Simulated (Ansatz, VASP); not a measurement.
# MgS: VASP beside Ansatz

Contents of INCAR:

```
ALGO     = Normal         # electronic algorithm
EDIFF    = 1E-7           # SCF threshold, eV
ENCUT    = 520            # plane-wave cutoff, eV
GGA      = PS             # functional
ISIF     = 2              # what is computed and relaxed
ISMEAR   = 0              # smearing method
LASPH    = True           # aspherical terms in the spheres
LCHARG   = False          # write CHGCAR
LREAL    = False          # projectors in reciprocal space
LWAVE    = False          # write WAVECAR
NBANDS   = 11             # bands
NELM     = 100            # most SCF steps
PREC     = Accurate       # precision mode
SIGMA    = 0.05           # smearing width, eV
```

Contents of KPOINTS:

```
k-points
0
Gamma
  8 8 8
```

Contents of POSCAR:

```
MgS
1.0
    0.0000000000      2.9918975000      2.6016500000
    2.2114025000      0.0000000000      2.6016500000
    2.2114025000      2.9918975000      0.0000000000
Mg S
1 1
Direct
    0.0000000000      0.0000000000      0.0000000000
    0.5000000000      0.5000000000      0.5000000000
```

Input for Ansatz:

```yaml
crystal:
  lattice:
    - [0.0, 2.9918975, 2.60165]
    - [2.2114025, 0.0, 2.60165]
    - [2.2114025, 2.9918975, 0.0]
  atoms:
    - { symbol: Mg, position: [0.0, 0.0, 0.0] }
    - { symbol: S, position: [0.5, 0.5, 0.5] }
basis:
  ecutwfc: 420
kpoints:
  mp_grid: { grid: [8, 8, 8] }
hamiltonian:
  xc: pbesol
scf:
  occupations: { method: gaussian, width: 0.05 }
output:
  forces: true
  stress: true
  eigenvalues: true
```

Change from the starting cell: strain -0.1500 x Voigt [1, -1, 0, 0, 0, 0], atoms carried along.

Alike in both runs: task single point; functional PBEsol; k mesh 8 × 8 × 8; occupations gaussian, width 0.05 eV; no spin polarisation.

|  | VASP | Ansatz |
| --- | --- | --- |
| version | VASP 6.6.1 | Ansatz 0.2.0 |
| potentials or method | VASP PAW PBE potentials, release 64 (Mg, S), cutoff 520 eV | scalar-relativistic, plane waves, PAW |
| valence electrons in the cell | 8 | 16 |

Ansatz gave:

```
gap on the k mesh at the Fermi level (eV)                     : 2.54
least direct gap on the mesh (eV)                             : 3.36
pressure (GPa)                                                : 13.2
traceless stress, the component that is largest in VASP (GPa) : 28.69
```

**Question.** Estimate VASP's values.

**Answer.** gap on the k mesh at the Fermi level (eV): 2.55; least direct gap on the mesh (eV): 3.36; pressure (GPa): 13.2; traceless stress, the component that is largest in VASP (GPa): 28.93.

VASP's potentials were made for PBE, not for PBEsol. The functional is the same, so the differences come from potentials, cutoffs and numerics. VASP's potentials hold 8 valence electrons a cell and Ansatz's 16, so a difference there can come from the potentials and not from the codes.
